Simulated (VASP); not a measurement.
CaSe: single point with PBE0

The system is CaSe.

```
Ca Se
1.0
     0.00000    3.27956    3.27956
     3.27956    0.00000    3.27956
     3.27956    3.27956    0.00000
Ca Se
1 1
Direct
  0.00000 0.00000 0.00000
  0.25000 0.25000 0.25000
```

| Property | Result |
| --- | --- |
| Program | VASP 6.6.1 |
| Task | single point |
| Functional | PBE0 |
| Potentials or basis | VASP PAW PBE potentials, release 64 (Ca_sv, Se) |
| Cutoff | 520 eV |
| k mesh | 4 × 4 × 4 |
| Occupations | gaussian, width 0.01 eV |
| Spin | no spin polarisation |

```json
{
  "Pressure": "0.2 GPa",
  "Band gap on the k mesh": "4.78 eV (least direct gap 4.87 eV)"
}
```

Levels at points of the mesh, in eV from the valence-band top:
| k point | band 5 | band 6 | band 7 | band 8 | band 9 | band 10 | band 11 | band 12 |
| --- | --- | --- | --- | --- | --- | --- | --- | --- |
| (0.00, 0.00, 0.00) | -11.35 | -0.08 | -0.08 | -0.08 | 4.78 | 7.62 | 7.62 | 9.73 |
| (0.50, 0.00, 0.00) | -11.04 | -1.38 | -0.02 | -0.02 | 6.96 | 7.65 | 7.65 | 7.71 |
| (0.50, 0.50, 0.00) | -10.94 | -1.38 | -0.08 | -0.08 | 5.22 | 6.93 | 8.44 | 8.44 |

Wall time 16 min on 1 thread of Oxide Virtual Turin-like Processor (shared host), peak memory 0.18 GiB.

Caveat: the structure was generated, so it needn't be the stable form of CaSe; the PAW data sets were made with another functional, which shifts forces and pressure a little. A k mesh can miss the band edges.
